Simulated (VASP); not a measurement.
# Ta2N (P-3m1) in VASP: a series of runs

Runs on Ta2N. Level: LDA. Tasks: single point.

Everything below comes from runs of VASP 6.6.1. Logs are shortened: lines on timing, memory, paths and dates and some standing lists are left out, and cuts for length are marked.

**1. The cell of the first run**

It takes space group P-3m1 (No. 164, trigonal). Conventional cell: a = 3.092 Å, b = 3.092 Å, c = 4.837 Å, α = 90.00°, β = 90.00°, γ = 120.00°. Within 2.9 Å of Ta (site symmetry 3m) lie 3 N at 2.17 Å. N (site symmetry -3m) has 6 Ta at 2.17 Å within 2.9 Å.

**2. Single point, LDA**

INCAR

```
  ALGO = Normal
  EDIFF = 1E-7
  ENCUT = 520
  ISIF = 2
  ISMEAR = -1
  LASPH = True
  LCHARG = True
  LELF = True
  LREAL = False
  LVHAR = True
  LWAVE = False
  NBANDS = 20
  NELM = 80
  PREC = Accurate
  SIGMA = 0.05
```

KPOINTS

```
k-points
0
Gamma
  10 10 6
```

POSCAR

```
Ta2N
1.0
    3.0919691885      0.0000000000      0.0000000000
   -1.5459845943      2.6777238649      0.0000000000
    0.0000000000      0.0000000000      4.8371565186
Ta N
2 1
Direct
    0.3333333333      0.6666666667      0.2547110000
    0.6666666667      0.3333333333      0.7452890000
    0.0000000000      0.0000000000      0.0000000000
```

Potentials or basis: VASP PAW LDA potentials, release 64 (Ta_pv, N).

Started as:

```
$ cat potpaw_LDA.64/Ta_pv/POTCAR potpaw_LDA.64/N/POTCAR > POTCAR
$ mpirun -np 1 vasp_std > vasp.out
```

OUTCAR:

```text
EDIFF = 1E-7
   ENCUT = 520
   ISIF = 2
   ISMEAR = -1
   LASPH = True
   LREAL = False
   NELM = 80
   PREC = Accurate

 ion  position               nearest neighbor table
   1  0.333  0.667  0.255-   3 2.17   3 2.17   3 2.17   2 2.97   2 2.97   2 2.97   2 3.04   2 3.04
                             2 3.04
   2  0.667  0.333  0.745-   3 2.17   3 2.17   3 2.17   1 2.97   1 2.97   1 2.97   1 3.04   1 3.04
                             1 3.04
   3  0.000  0.000  0.000-   1 2.17   2 2.17   1 2.17   2 2.17   2 2.17   1 2.17

  LATTYP: Found a hexagonal cell.
 ALAT       =     3.0919691885
 C/A-ratio  =     1.5644258476

  Lattice vectors:

 A1 = (   3.0919691885,   0.0000000000,   0.0000000000)
 A2 = (  -1.5459845943,   2.6777238649,   0.0000000000)
 A3 = (   0.0000000000,   0.0000000000,   4.8371565186)

Analysis of symmetry for initial positions (statically):
=====================================================================
 Subroutine PRICEL returns:
 Original cell was already a primitive cell.

 Routine SETGRP: Setting up the symmetry group for a
 hexagonal supercell.

 Subroutine GETGRP returns: Found 12 space group operations
 (whereof 12 operations were pure point group operations)
 out of a pool of 24 trial point group operations.

The static configuration has the point symmetry D_3d.

Analysis of symmetry for dynamics (positions and initial velocities):
=====================================================================
 Subroutine PRICEL returns:
 Original cell was already a primitive cell.

 Routine SETGRP: Setting up the symmetry group for a
 hexagonal supercell.

 Subroutine GETGRP returns: Found 12 space group operations
 (whereof 12 operations were pure point group operations)
 out of a pool of 24 trial point group operations.

The dynamic configuration has the point symmetry D_3d.

 Subroutine INISYM returns: Found 12 space group operations
 (whereof 12 operations are pure point group operations),
 and found     1 'primitive' translations

----------------------------------------------------------------------------------------

                                     Primitive cell

  volume of cell :      40.0489

  direct lattice vectors                    reciprocal lattice vectors
     3.091969188  0.000000000  0.000000000     0.323418488  0.186725751  0.000000000
    -1.545984594  2.677723865  0.000000000     0.000000000  0.373451502  0.000000000
     0.000000000  0.000000000  4.837156519     0.000000000  0.000000000  0.206733025

  length of vectors
     3.091969188  3.091969188  4.837156519     0.373451502  0.373451502  0.206733025

  position of ions in fractional coordinates (direct lattice)
     0.333333333  0.666666667  0.254711000
     0.666666667  0.333333333  0.745289000
     0.000000000  0.000000000  0.000000000

  ion indices of the primitive-cell ions
   primitive index   ion index
                 1           1
                 2           2
                 3           3

----------------------------------------------------------------------------------------

 KPOINTS: k-points

Automatic generation of k-mesh.
 Grid dimensions read from file:
 generate k-points for:   10   10    6

 Generating k-lattice:

  Cartesian coordinates                     Fractional coordinates (reciprocal lattice)
     0.032341849  0.018672575  0.000000000     0.100000000  0.000000000  0.000000000
     0.000000000  0.037345150  0.000000000     0.000000000  0.100000000  0.000000000
     0.000000000  0.000000000  0.034455504     0.000000000  0.000000000  0.166666667

  Length of vectors
     0.037345150  0.037345150  0.034455504

  Shift w.r.t. Gamma in fractional coordinates (k-lattice)
     0.000000000  0.000000000  0.000000000

 Subroutine IBZKPT returns following result:
 ===========================================

 Found     72 irreducible k-points:

 Following reciprocal coordinates:
            Coordinates               Weight
  0.000000  0.000000  0.000000      1.000000
  0.100000  0.000000  0.000000      6.000000
  0.200000  0.000000  0.000000      6.000000
  0.300000  0.000000  0.000000      6.000000
  0.400000  0.000000  0.000000      6.000000
  0.500000  0.000000  0.000000      3.000000
[... 16 lines left out ...]
  0.000000  0.400000  0.166667      6.000000
  0.500000  0.000000  0.166667      6.000000
 [... further k-points ...]
   k-points           NKPTS =     72   k-points in BZ     NKDIM =     72   number of bands    NBANDS=     20
   number of dos      NEDOS =    301   number of ions     NIONS =      3
   total plane-waves  NPLWV =  20736
   dimension x,y,z NGX =    24 NGY =   24 NGZ =   36
   dimension x,y,z NGXF=    48 NGYF=   48 NGZF=   72
   ions per type =               2   1
   NGX,Y,Z   is equivalent  to a cutoff of  12.90, 12.90, 12.37 a.u.
   NGXF,Y,Z  is equivalent  to a cutoff of  25.81, 25.81, 24.75 a.u.
 SYSTEM =  unknown system
   PREC   = accura    normal or accurate (medium, high low for compatibility)
   ISTART =      0    job   : 0-new  1-cont  2-samecut
   ICHARG =      2    charge: 1-file 2-atom 10-const
   ISPIN  =      1    spin polarized calculation?
   LNONCOLLINEAR =      F non collinear calculations
   LSORBIT =      F    spin-orbit coupling
   LASPH  =      T    aspherical Exc in radial PAW
   ENCUT  =  520.0 eV  38.22 Ry    6.18 a.u.   5.75  5.75  8.99*2*pi/ulx,y,z
   NELM   =     80;   NELMIN=  2; NELMDL= -5     # of ELM steps
   EDIFF  = 0.1E-06   stopping-criterion for ELM
   LREAL  =      F    real-space projection
   EDIFFG = 0.1E-05   stopping-criterion for IOM
   NSW    =      0    number of steps for IOM
   IBRION =     -1    ionic relax: 0-MD 1-quasi-New 2-CG
   NFREE  =      0    steps in history (QN), initial steepest desc. (CG)
   ISIF   =      2    stress and relaxation
   ISYM   =      2    0-nonsym 1-usesym 2-fastsym
   POTIM  = 0.5000    time-step for ionic-motion
   TEBEG  =    0.0;   TEEND  =   0.0 temperature during run
   PSTRESS=    0.0 pullay stress
   NELECT =      27.0000    total number of electrons
   NUPDOWN=      -1.0000    fix difference up-down
   EMIN   =  10.00;   EMAX   =-10.00  energy-range for DOS
   EFERMI =   0.00;   METHOD = LEGACY
   ISMEAR =    -1;   SIGMA  =   0.05  broadening in eV -4-tet -1-fermi 0-gaus
   EFERMI_NEDOS =   21; number of points for ismear=-14 and -15
   IALGO  =     38    algorithm
   IMIX   =      4    mixing-type and parameters
     AMIX     =   0.40;   BMIX     =  1.00
     AMIX_MAG =   1.60;   BMIX_MAG =  1.00
  volume/ion in A,a.u.               =      13.35        90.09
  Fermi-wavevector in a.u.,A,eV,Ry     =   1.435486  2.712676 28.036450  2.060621
  Thomas-Fermi vector in A             =   2.554780
   LORBIT       =      0    0 simple, 1 ext, 2 COOP (PROOUT), +10 PAW based schemes
   GGA     = CA    functional components
   LHFCALC =     F    Hartree Fock is set to
   AEXX    =    0.0000 exact exchange contribution
   IVDW    =     0    specifies the selected vdW correction
   LEPSILON=     F    determine dielectric tensor
   LRPA    =     F    only Hartree local field effects (RPA)
 non-spin polarized calculation
  energy-cutoff  :      520.00
  volume of cell :       40.05
 maximum number of plane-waves:      1090
 NGX is ok and might be reduce to    24
   NGX = 11   NGY = 11   NGZ = 17

 number of electron      27.0000003 magnetization

 Free energy of the ion-electron system (eV)
  ---------------------------------------------------
  ext. energy  EPLUGINS =         0.00000000
  ---------------------------------------------------
  free energy    TOTEN  =       -37.62961091 eV

  energy without entropy =      -37.61609560  energy(sigma->0) =      -37.62285326

 E-fermi :   7.5010     XC(G=0): -13.1522

 val. band max:        7.4955443525   @ k =   0.0000   0.3000   0.3333
 cond. band min:       7.5030034302   @ k =   0.0000   0.4000   0.3333
 fundamental gap:      0.0074590777
 Fermi energy:         7.5010310480

 k-point     1 :       0.0000    0.0000    0.0000
  band No.  band energies     occupation
      1     -27.9816      2.00000
      2     -27.1937      2.00000
      3     -27.1937      2.00000
      4     -27.0574      2.00000
      5     -27.0574      2.00000
      6     -26.9352      2.00000
[... 12 lines left out ...]
     19       8.6777      0.00000
     20      12.7395      0.00000

 k-point     2 :       0.1000    0.0000    0.0000
  band No.  band energies     occupation
      1     -27.9496      2.00000
      2     -27.2581      2.00000
      3     -27.2169      2.00000
      4     -27.1217      2.00000
      5     -27.0625      2.00000
      6     -26.9476      2.00000
[... 12 lines left out ...]
     19       9.4226      0.00000
     20      12.6923      0.00000

 k-point     3 :       0.2000    0.0000    0.0000
  band No.  band energies     occupation
      1     -27.8602      2.00000
      2     -27.4271      2.00000
      3     -27.2812      2.00000
      4     -27.2734      2.00000
      5     -27.0796      2.00000
      6     -26.9869      2.00000
[... 12 lines left out ...]
     19      11.1126      0.00000
     20      12.2844      0.00000

 k-point     4 :       0.3000    0.0000    0.0000
  band No.  band energies     occupation
      1     -27.7394      2.00000
      2     -27.6287      2.00000
      3     -27.4641      2.00000
      4     -27.3380      2.00000
      5     -27.1052      2.00000
      6     -27.0537      2.00000
[... 429 lines left out ...]
 k-point    23 :       0.0000    0.4000    0.1667
  band No.  band energies     occupation
      1     -27.8791      2.00000
      2     -27.6494      2.00000
      3     -27.4760      2.00000
      4     -27.3688      2.00000
      5     -27.1477      2.00000
      6     -27.1347      2.00000
[... 12 lines left out ...]
     19      11.7859      0.00000
     20      13.7243      0.00000

 k-point    24 :       0.5000    0.0000    0.1667
  band No.  band energies     occupation
      1     -27.9104      2.00000
      2     -27.7130      2.00000
      3     -27.4461      2.00000
      4     -27.3885      2.00000
      5     -27.1651      2.00000
      6     -27.1553      2.00000
[... 12 lines left out ...]
     19      12.1937      0.00000
     20      13.0232      0.00000

 [... further k-points ...]

------------------------ aborting loop because EDIFF is reached ----------------------------------------

  FORCE on cell =-STRESS in cart. coord.  units (eV):
  Direction    XX          YY          ZZ          XY          YZ          ZX
  --------------------------------------------------------------------------------------
  -------------------------------------------------------------------------------------
  Total       -1.9664560     -1.9664560     -1.9027133      0.0000000      0.0000000      0.0000000
  in kB      -78.6690195    -78.6690195    -76.1189608      0.0000000      0.0000000      0.0000000
  external PRESSURE =     -77.8189999 kB  Pullay stress =       0.0000000 kB

 VOLUME and BASIS-vectors are now :
 -----------------------------------------------------------------------------
  energy-cutoff  :      520.00
  volume of cell :       40.05
      direct lattice vectors                 reciprocal lattice vectors
     3.091969188  0.000000000  0.000000000     0.323418488  0.186725751  0.000000000
    -1.545984594  2.677723865  0.000000000     0.000000000  0.373451502  0.000000000
     0.000000000  0.000000000  4.837156519     0.000000000  0.000000000  0.206733025

 POSITION                                       TOTAL-FORCE (eV/Angst)
 -----------------------------------------------------------------------------------
     -0.00000      1.78515      1.23208         0.000000      0.000000     -0.289897
      1.54598      0.89257      3.60508        -0.000000     -0.000000      0.289897
      0.00000      0.00000      0.00000         0.000000      0.000000      0.000000
 -----------------------------------------------------------------------------------
    total drift:                               -0.000000      0.000000      0.000000

  FREE ENERGIE OF THE ION-ELECTRON SYSTEM (eV)
  ---------------------------------------------------
  free  energy   TOTEN  =       -37.6296109096 eV

  energy  without entropy=      -37.6160956015  energy(sigma->0) =      -37.62285326
```

Wall time 65 s (1 thread of Intel Xeon 8259CL, shared host); peak memory 0.18 GiB.

Results:

```
Free energy   : -37.6296 eV
Pressure      : -7.8 GPa
Largest force : 0.290 eV/Å
```

Forces in eV/Å, atoms in the order of the input:
```
Ta   0.000  0.000 -0.290
Ta   0.000  0.000  0.290
N    0.000  0.000  0.000
```

Stress tensor (GPa, compression positive):
```
-7.87  0.00  0.00
 0.00 -7.87  0.00
 0.00  0.00 -7.61
```

Caveat: spin-orbit coupling is left out, which moves the levels of the heavy elements.

**3. Single point, LDA**

This run uses another cell than the first one, of 13.89 Å³/atom, 1.041 times its volume.

INCAR

```
PREC = Accurate
ENCUT = 520
EDIFF = 1E-6
ISMEAR = -1
SIGMA = 0.05
LREAL = F
LASPH = T
NELM = 100
ALGO = Normal
ISIF = 2
LWAVE = F
LCHARG = T
LELF = T
LVHAR = T
NBANDS = 20
```

KPOINTS

```
regular mesh
0
Gamma
  10 10 6
```

POSCAR

```
Ta2N
1.0
    3.1334770837      0.0000000000      0.0000000000
   -1.5667385418      2.7136707566      0.0000000000
    0.0000000000      0.0000000000      4.9020925425
Ta N
2 1
Direct
    0.3333333333      0.6666666667      0.2547110000
    0.6666666667      0.3333333333      0.7452890000
    0.0000000000      0.0000000000      0.0000000000
```

Potentials or basis: VASP PAW LDA potentials, release 64 (Ta_pv, N).

Started as:

```
$ cat potpaw_LDA.64/Ta_pv/POTCAR potpaw_LDA.64/N/POTCAR > POTCAR
$ mpirun -np 1 vasp_std > vasp.out
```

Wall time 58 s (1 thread of Intel Xeon 8259CL, shared host); peak memory 0.18 GiB.

Results (log left out):

* Free energy: -37.4965 eV
* Pressure: -18.1 GPa
* Largest force: 0.509 eV/Å

Forces in eV/Å, atoms in the order of the input:
```
Ta   0.000  0.000 -0.509
Ta   0.000  0.000  0.509
N    0.000  0.000  0.000
```

Levels at points of the mesh, in eV from the Fermi level:
| k point | band 11 | band 12 | band 13 | band 14 | band 15 | band 16 |
| --- | --- | --- | --- | --- | --- | --- |
| (0.00, 0.00, 0.00) | -4.78 | -0.65 | -0.25 | -0.25 | 0.24 | 0.24 |
| (0.50, 0.00, 0.00) | -4.39 | -2.49 | -1.29 | 1.71 | 1.83 | 3.58 |
| (0.00, 0.00, 0.50) | -2.76 | -2.52 | -1.10 | -1.10 | 1.76 | 1.93 |
| (0.50, 0.00, 0.50) | -3.17 | -2.04 | -2.03 | -0.22 | 0.69 | 3.15 |

Caveat: spin-orbit coupling is left out, which moves the levels of the heavy elements.
